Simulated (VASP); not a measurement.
# GaAs (I-4m2) in VASP: notebook

GaAs is run at these levels: PBEsol; tasks: single point.

Program: VASP 6.6.1. These are calculated values, not measurements. Logs are shortened: lines on timing, memory, paths and dates and some standing lists are left out, and cuts for length are marked.

**1. The cell of the first run**

The structure is tetragonal, space group I-4m2 (No. 119). The conventional cell has a = 4.041 Å, b = 4.041 Å, c = 5.610 Å, α = 90.00°, β = 90.00°, γ = 90.00°. Within 3.2 Å of Ga (site symmetry -4m2) lie 4 As at 2.46 Å. As (site symmetry -4m2) has 4 Ga at 2.46 Å within 3.2 Å.

**2. Single point, PBEsol (in-plane strain +0.01, then relaxed in part)**

INCAR reads:

```
SYSTEM = GaAs
PREC = Accurate ; ENCUT = 520
EDIFF = 1E-6 ; ISMEAR = 0
SIGMA = 0.01 ; LREAL = .FALSE.
LASPH = .TRUE. ; NELM = 80
ALGO = Normal ; ISIF = 2
LWAVE = .FALSE. ; LCHARG = .FALSE.
GGA = PS ; NBANDS = 16
```

KPOINTS reads:

```
regular mesh
0
G
  8 8 8
  0 0 0
```

POSCAR reads:

```
GaAs
1.0
    2.8574387613      2.8574387613      0.0000000000
   -2.8574387613      2.8574387613      0.0000000000
    0.0000000000      2.8574387613      2.8050790091
Ga As
1 1
Direct
    0.0000000000      0.0000000000      0.0000000000
    0.7500000000      0.2500000000      0.5000000000
```

Potentials or basis: VASP PAW PBE potentials, release 64 (Ga_d, As).

Started as:

```bash
$ cat potpaw_PBE.64/Ga_d/POTCAR potpaw_PBE.64/As/POTCAR > POTCAR
$ mpirun -np 1 vasp_std > vasp.out
```

OUTCAR:

```text
SYSTEM = GaAs
   PREC = Accurate
   ENCUT = 520
   EDIFF = 1E-6
   ISMEAR = 0
   LREAL = .FALSE.
   LASPH = .TRUE.
   NELM = 80
   ISIF = 2
   GGA = PS

 ion  position               nearest neighbor table
   1  0.000  0.000  0.000-   2 2.46   2 2.46   2 2.46   2 2.46
   2  0.750  0.250  0.500-   1 2.46   1 2.46   1 2.46   1 2.46

  LATTYP: Found a body centered tetragonal cell.
 ALAT       =     4.0410286499
 C/A-ratio  =     1.3882994911

  Lattice vectors:

 A1 = (   2.8574387613,   0.0000000000,  -2.8050790091)
 A2 = (  -2.8574387613,   0.0000000000,  -2.8050790091)
 A3 = (   0.0000000000,   2.8574387613,   2.8050790091)

Analysis of symmetry for initial positions (statically):
=====================================================================
 Subroutine PRICEL returns:
 Original cell was already a primitive cell.

 Routine SETGRP: Setting up the symmetry group for a
 body centered tetragonal supercell.

 Subroutine GETGRP returns: Found  8 space group operations
 (whereof  8 operations were pure point group operations)
 out of a pool of 16 trial point group operations.

The static configuration has the point symmetry D_2d.

Analysis of symmetry for dynamics (positions and initial velocities):
=====================================================================
 Subroutine PRICEL returns:
 Original cell was already a primitive cell.

 Routine SETGRP: Setting up the symmetry group for a
 body centered tetragonal supercell.

 Subroutine GETGRP returns: Found  8 space group operations
 (whereof  8 operations were pure point group operations)
 out of a pool of 16 trial point group operations.

The dynamic configuration has the point symmetry D_2d.

 Subroutine INISYM returns: Found  8 space group operations
 (whereof  8 operations are pure point group operations),
 and found     1 'primitive' translations

----------------------------------------------------------------------------------------

                                     Primitive cell

  volume of cell :      45.8067

  direct lattice vectors                    reciprocal lattice vectors
     2.857438761  2.857438761  0.000000000     0.174981878  0.174981878 -0.178248099
    -2.857438761  2.857438761  0.000000000    -0.174981878  0.174981878 -0.178248099
     0.000000000  2.857438761  2.805079009     0.000000000  0.000000000  0.356496197

  length of vectors
     4.041028650  4.041028650  4.004175885     0.304974917  0.304974917  0.356496197

  position of ions in fractional coordinates (direct lattice)
     0.000000000  0.000000000  0.000000000
     0.750000000  0.250000000  0.500000000

  ion indices of the primitive-cell ions
   primitive index   ion index
                 1           1
                 2           2

----------------------------------------------------------------------------------------

 KPOINTS: regular mesh

Automatic generation of k-mesh.
 Grid dimensions read from file:
 generate k-points for:    8    8    8

 Generating k-lattice:

  Cartesian coordinates                     Fractional coordinates (reciprocal lattice)
     0.021872735  0.021872735 -0.022281012     0.125000000  0.000000000  0.000000000
    -0.021872735  0.021872735 -0.022281012     0.000000000  0.125000000  0.000000000
     0.000000000  0.000000000  0.044562025     0.000000000  0.000000000  0.125000000

  Length of vectors
     0.038121865  0.038121865  0.044562025

  Shift w.r.t. Gamma in fractional coordinates (k-lattice)
     0.000000000  0.000000000  0.000000000

 Subroutine IBZKPT returns following result:
 ===========================================

 Found     59 irreducible k-points:

 Following reciprocal coordinates:
            Coordinates               Weight
  0.000000  0.000000  0.000000      1.000000
  0.125000  0.000000  0.000000      8.000000
  0.250000  0.000000  0.000000      8.000000
  0.375000  0.000000  0.000000      8.000000
  0.500000  0.000000  0.000000      4.000000
  0.125000  0.125000  0.000000      8.000000
[... 16 lines left out ...]
  0.250000  0.000000  0.125000      4.000000
  0.375000  0.000000  0.125000      8.000000
 [... further k-points ...]
   k-points           NKPTS =     59   k-points in BZ     NKDIM =     59   number of bands    NBANDS=     16
   number of dos      NEDOS =    301   number of ions     NIONS =      2
   total plane-waves  NPLWV =  27000
   dimension x,y,z NGX =    30 NGY =   30 NGZ =   30
   dimension x,y,z NGXF=    60 NGYF=   60 NGZF=   60
   ions per type =               1   1
   NGX,Y,Z   is equivalent  to a cutoff of  12.34, 12.34, 12.46 a.u.
   NGXF,Y,Z  is equivalent  to a cutoff of  24.68, 24.68, 24.91 a.u.
 SYSTEM =  GaAs
   PREC   = accura    normal or accurate (medium, high low for compatibility)
   ISTART =      0    job   : 0-new  1-cont  2-samecut
   ICHARG =      2    charge: 1-file 2-atom 10-const
   ISPIN  =      1    spin polarized calculation?
   LNONCOLLINEAR =      F non collinear calculations
   LSORBIT =      F    spin-orbit coupling
   LASPH  =      T    aspherical Exc in radial PAW
   ENCUT  =  520.0 eV  38.22 Ry    6.18 a.u.   7.51  7.51  7.45*2*pi/ulx,y,z
   NELM   =     80;   NELMIN=  2; NELMDL= -5     # of ELM steps
   EDIFF  = 0.1E-05   stopping-criterion for ELM
   LREAL  =      F    real-space projection
   EDIFFG = 0.1E-04   stopping-criterion for IOM
   NSW    =      0    number of steps for IOM
   IBRION =     -1    ionic relax: 0-MD 1-quasi-New 2-CG
   NFREE  =      0    steps in history (QN), initial steepest desc. (CG)
   ISIF   =      2    stress and relaxation
   ISYM   =      2    0-nonsym 1-usesym 2-fastsym
   POTIM  = 0.5000    time-step for ionic-motion
   TEBEG  =    0.0;   TEEND  =   0.0 temperature during run
   PSTRESS=    0.0 pullay stress
   NELECT =      18.0000    total number of electrons
   NUPDOWN=      -1.0000    fix difference up-down
   EMIN   =  10.00;   EMAX   =-10.00  energy-range for DOS
   EFERMI =   0.00;   METHOD = LEGACY
   ISMEAR =     0;   SIGMA  =   0.01  broadening in eV -4-tet -1-fermi 0-gaus
   EFERMI_NEDOS =   21; number of points for ismear=-14 and -15
   IALGO  =     38    algorithm
   IMIX   =      4    mixing-type and parameters
     AMIX     =   0.40;   BMIX     =  1.00
     AMIX_MAG =   1.60;   BMIX_MAG =  1.00
  volume/ion in A,a.u.               =      22.90       154.56
  Fermi-wavevector in a.u.,A,eV,Ry     =   1.199102  2.265974 19.563067  1.437845
  Thomas-Fermi vector in A             =   2.334973
   LORBIT       =      0    0 simple, 1 ext, 2 COOP (PROOUT), +10 PAW based schemes
   GGA     = PS    functional components
   LHFCALC =     F    Hartree Fock is set to
   AEXX    =    0.0000 exact exchange contribution
   IVDW    =     0    specifies the selected vdW correction
   LEPSILON=     F    determine dielectric tensor
   LRPA    =     F    only Hartree local field effects (RPA)
 non-spin polarized calculation
 Gauss-broadening in eV      SIGMA  =   0.01
  energy-cutoff  :      520.00
  volume of cell :       45.81
 maximum number of plane-waves:      1259
   NGX = 15   NGY = 15   NGZ = 15

 number of electron      17.9999989 magnetization

 Free energy of the ion-electron system (eV)
  ---------------------------------------------------
  ext. energy  EPLUGINS =         0.00000000
  ---------------------------------------------------
  free energy    TOTEN  =        -9.08482280 eV

  energy without entropy =       -9.08482280  energy(sigma->0) =       -9.08482280

 E-fermi :   3.8527     XC(G=0):  -9.7110

 val. band max:        3.7455707260   @ k =   0.0000   0.0000   0.0000
 cond. band min:       4.0277282516   @ k =   0.0000   0.0000   0.0000
 fundamental gap:      0.2821575256
 Fermi energy:         3.8526679938

 k-point     1 :       0.0000    0.0000    0.0000
  band No.  band energies     occupation
      1     -11.0766      2.00000
      2     -11.0766      2.00000
      3     -11.0721      2.00000
      4     -11.0001      2.00000
      5     -10.9971      2.00000
      6      -8.9756      2.00000
[... 8 lines left out ...]
     15      13.5737      0.00000
     16      13.9165      0.00000

 k-point     2 :       0.1250    0.0000    0.0000
  band No.  band energies     occupation
      1     -11.0883      2.00000
      2     -11.0732      2.00000
      3     -11.0701      2.00000
      4     -11.0003      2.00000
      5     -10.9972      2.00000
      6      -8.7957      2.00000
[... 8 lines left out ...]
     15      12.7473      0.00000
     16      12.9818      0.00000

 k-point     3 :       0.2500    0.0000    0.0000
  band No.  band energies     occupation
      1     -11.1166      2.00000
      2     -11.0657      2.00000
      3     -11.0629      2.00000
      4     -11.0002      2.00000
      5     -10.9964      2.00000
      6      -8.2935      2.00000
[... 8 lines left out ...]
     15      12.5817      0.00000
     16      12.7135      0.00000

 k-point     4 :       0.3750    0.0000    0.0000
  band No.  band energies     occupation
      1     -11.1421      2.00000
      2     -11.0597      2.00000
      3     -11.0570      2.00000
      4     -10.9984      2.00000
      5     -10.9941      2.00000
      6      -7.6216      2.00000
[... 8 lines left out ...]
     15      13.7490      0.00000
     16      13.8130      0.00000
[... 324 lines left out ...]
 k-point    22 :       0.0000    0.0000    0.1250
  band No.  band energies     occupation
      1     -11.0930      2.00000
      2     -11.0699      2.00000
      3     -11.0699      2.00000
      4     -11.0032      2.00000
      5     -10.9952      2.00000
      6      -8.7307      2.00000
[... 8 lines left out ...]
     15      12.4200      0.00000
     16      13.8313      0.00000

 k-point    23 :       0.2500    0.0000    0.1250
  band No.  band energies     occupation
      1     -11.1071      2.00000
      2     -11.0693      2.00000
      3     -11.0622      2.00000
      4     -10.9990      2.00000
      5     -10.9988      2.00000
      6      -8.5120      2.00000
[... 8 lines left out ...]
     15      12.7108      0.00000
     16      13.2057      0.00000

 k-point    24 :       0.3750    0.0000    0.1250
  band No.  band energies     occupation
      1     -11.1319      2.00000
      2     -11.0613      2.00000
      3     -11.0563      2.00000
      4     -10.9987      2.00000
      5     -10.9982      2.00000
      6      -7.9423      2.00000
[... 8 lines left out ...]
     15      13.2404      0.00000
     16      14.6179      0.00000

 [... further k-points ...]
[... 5 lines left out ...]
  --------------------------------------------------------------------------------------
  -------------------------------------------------------------------------------------
  Total       -0.2782976     -0.2782976      0.0302456      0.0000000      0.0000000      0.0000000
  in kB       -9.7339947     -9.7339947      1.0578992      0.0000000      0.0000000      0.0000000
  external PRESSURE =      -6.1366968 kB  Pullay stress =       0.0000000 kB

 VOLUME and BASIS-vectors are now :
 -----------------------------------------------------------------------------
  energy-cutoff  :      520.00
  volume of cell :       45.81
      direct lattice vectors                 reciprocal lattice vectors
     2.857438761  2.857438761  0.000000000     0.174981878  0.174981878 -0.178248099
    -2.857438761  2.857438761  0.000000000    -0.174981878  0.174981878 -0.178248099
     0.000000000  2.857438761  2.805079009     0.000000000  0.000000000  0.356496197

 POSITION                                       TOTAL-FORCE (eV/Angst)
 -----------------------------------------------------------------------------------
      0.00000      0.00000      0.00000         0.000000     -0.000000      0.000000
      1.42872      4.28616      1.40254        -0.000000      0.000000      0.000000
 -----------------------------------------------------------------------------------
    total drift:                                0.000000     -0.000000     -0.000000

  FREE ENERGIE OF THE ION-ELECTRON SYSTEM (eV)
  ---------------------------------------------------
  free  energy   TOTEN  =        -9.0848227987 eV

  energy  without entropy=       -9.0848227987  energy(sigma->0) =       -9.08482280
```

Run time: 78 s. Hardware: 1 thread of AMD EPYC 7R13, shared host; peak memory 0.17 GiB.

What came out:

- Free energy: -9.0848 eV
- Pressure: -0.6 GPa
- Band gap on the k mesh: 0.28 eV, direct

Caveat: the cell differs from its parent crystal (in-plane strain +0.01, then relaxed in part); the PAW data sets were made with another functional, which shifts forces and pressure a little.

**3. Single point, PBEsol (in-plane strain +0.01)**

INCAR reads:

```
  PREC = Accurate
  ENCUT = 520
  EDIFF = 1E-7
  ISMEAR = 0
  SIGMA = 0.01
  LREAL = F
  LASPH = T
  NELM = 60
  ALGO = Normal
  ISIF = 2
  LWAVE = F
  LCHARG = F
  GGA = PS
  NBANDS = 16
```

KPOINTS reads:

```
Automatic mesh
0
Gamma
  8 8 8
```

Changes to POSCAR since step 2:

```diff
@@ -4,3 +4,3 @@
    -2.8574387613      2.8574387613      0.0000000000
-    0.0000000000      2.8574387613      2.8050790091
+    0.0000000000      2.8574387613      2.8121724047
 Ga As
```

Potentials or basis: VASP PAW PBE potentials, release 64 (Ga_d, As).

Started as:

```bash
$ cat potpaw_PBE.64/Ga_d/POTCAR potpaw_PBE.64/As/POTCAR > POTCAR
$ mpirun -np 1 vasp_std > vasp.out
```

It took 80 s on 1 thread of AMD EPYC 7R13, shared host; peak memory 0.17 GiB.

Results (log left out):

| Property | Result |
| --- | --- |
| Free energy | -9.0848 eV |
| Pressure | -0.8 GPa |
| Band gap on the k mesh | 0.27 eV, direct |

Stress tensor (GPa, compression positive):
```
-1.10  0.00  0.00
 0.00 -1.10  0.00
 0.00  0.00 -0.16
```

Levels at points of the mesh, in eV from the valence-band top:
| k point | band 7 | band 8 | band 9 | band 10 | band 11 | band 12 |
| --- | --- | --- | --- | --- | --- | --- |
| (0.00, 0.00, 0.00) | -0.09 | -0.09 | 0.00 | 0.27 | 3.60 | 3.64 |
| (0.50, 0.00, 0.00) | -6.65 | -1.25 | -1.12 | 0.82 | 4.46 | 4.58 |
| (0.50, 0.50, 0.00) | -6.87 | -2.67 | -2.66 | 1.35 | 1.57 | 9.87 |
| (0.00, 0.00, 0.50) | -6.77 | -2.77 | -2.77 | 1.26 | 1.42 | 9.94 |

Caveat: the cell differs from its parent crystal (in-plane strain +0.01); the PAW data sets were made with another functional, which shifts forces and pressure a little.
